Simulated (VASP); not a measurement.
Set up this calculation in VASP 6.6.1, as the native input.

```yaml
Task: single point
Functional: PBEsol
Dispersion: D3(BJ)
Potentials_or_basis: VASP PAW PBE potentials, release 64 (Sn_d, Te)
Cutoff: 500 eV
k_mesh: 6 × 6 × 6
Occupations: gaussian, width 0.01 eV
Spin: no spin polarisation
Dipole_correction: no
Further_INCAR_settings: ALGO = Normal; EDIFF = 1e-06; NBANDS = 17
```

The structure of SnTe lies in POSCAR:

```
SnTe
1.0
    0.0000000000      3.5253975180      3.5253975180
    3.5253975180      0.0000000000      3.5253975180
    3.5253975180      3.5253975180      0.0000000000
Sn Te
1 1
Direct
    0.0000000000      0.0000000000      0.0000000000
    0.2500000000      0.2500000000      0.2500000000
```

The input as run:

INCAR

```
ALGO = Normal
EDIFF = 1E-6
ENCUT = 500
GGA = PS
GGA_COMPAT = F
ISIF = 2
ISMEAR = 0
IVDW = 12
LASPH = T
LCHARG = F
LREAL = F
LWAVE = F
NBANDS = 17
NELM = 120
PREC = Accurate
SIGMA = 0.01
```

KPOINTS

```
k-points
0
Gamma
  6 6 6
```

Potentials or basis: VASP PAW PBE potentials, release 64 (Sn_d, Te).

The run is started by

```console
$ cat potpaw_PBE.64/Sn_d/POTCAR potpaw_PBE.64/Te/POTCAR > POTCAR
$ mpirun -np 1 vasp_std > vasp.out
```

Results of the run:

```json
{"Pressure": "0.0 GPa", "Band gap on the k mesh": "0.04 eV (least direct gap 0.67 eV)", "Dispersion energy per atom": "-0.300 eV"}
```

Caveat: semilocal functionals underestimate gaps, and a narrow one can read as zero; the PAW data sets were made with another functional, which shifts forces and pressure a little; spin-orbit coupling is left out, which moves the levels of the heavy elements.

Run time: 8.8 s on 1 thread of Intel(R) Xeon(R) 6975P-C (Granite Rapids) (shared host), peak memory 0.21 GiB.
